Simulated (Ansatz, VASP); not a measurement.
**One calculation of Cd, two programs**

```
Cd
1.0
     2.73340    0.00000    0.00000
     0.00000    2.73340    0.00000
     0.00000    0.00000    2.73340
Cd
1
Direct
  0.00000 0.00000 0.00000
```

Alike in both runs: task single point; functional LDA; k mesh 12 × 12 × 12; occupations fermi-dirac, width 0.1 eV; no spin polarisation.

```csv
,VASP,Ansatz
version,VASP 6.6.1,Ansatz 0.2.0
potentials or method,"VASP PAW LDA potentials, release 64 (Cd_sv_GW), cutoff 630 eV","plane waves (420 eV) with PAW, scalar-relativistic"
valence electrons in the cell,20,20
```

VASP gave:

```
pressure (GPa) : 9.7
```

Task: What did Ansatz give for the same quantities?

Result: Pressure (GPa): 9.6.

Ansatz warns that its potentials were made for another functional, while VASP's fit it. LDA's correlation is that of Perdew and Zunger in VASP and of Perdew and Wang (1992) in Ansatz.
